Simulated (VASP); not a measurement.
InBCl4, 6 atoms in the cell. The typed cell holds 6 atoms: a = 5.773 Å, b = 5.773 Å, c = 5.773 Å, α = 60.00°, β = 60.00°, γ = 60.00°. 

```yaml
Program: VASP 6.6.1
Task: single point
Functional: PBE
Potentials_or_basis: VASP PAW PBE potentials, release 64 (Cl, B, In_d)
Cutoff: 520 eV
k_mesh: 3 × 3 × 3
Occupations: gaussian, width 0.1 eV
Spin: no spin polarisation
Dipole_correction: no
Further_INCAR_settings: ALGO = Normal; EDIFF = 1e-06; NBANDS = 31
```

Potentials or basis: VASP PAW PBE potentials, release 64 (Cl, B, In_d).

Run with:

```bash
$ cat potpaw_PBE.64/Cl/POTCAR potpaw_PBE.64/B/POTCAR potpaw_PBE.64/In_d/POTCAR > POTCAR
$ mpirun -np 1 vasp_std > vasp.out
```

Hardware: 1 thread of AMD EPYC 7R13, on a shared host.

Task: Estimate the wall time of this run.

Result: Wall time 2.7 min on 1 thread of AMD EPYC 7R13, with other jobs on the host, peak memory 0.3 GiB. Counts: scf iterations 16, k points 14.
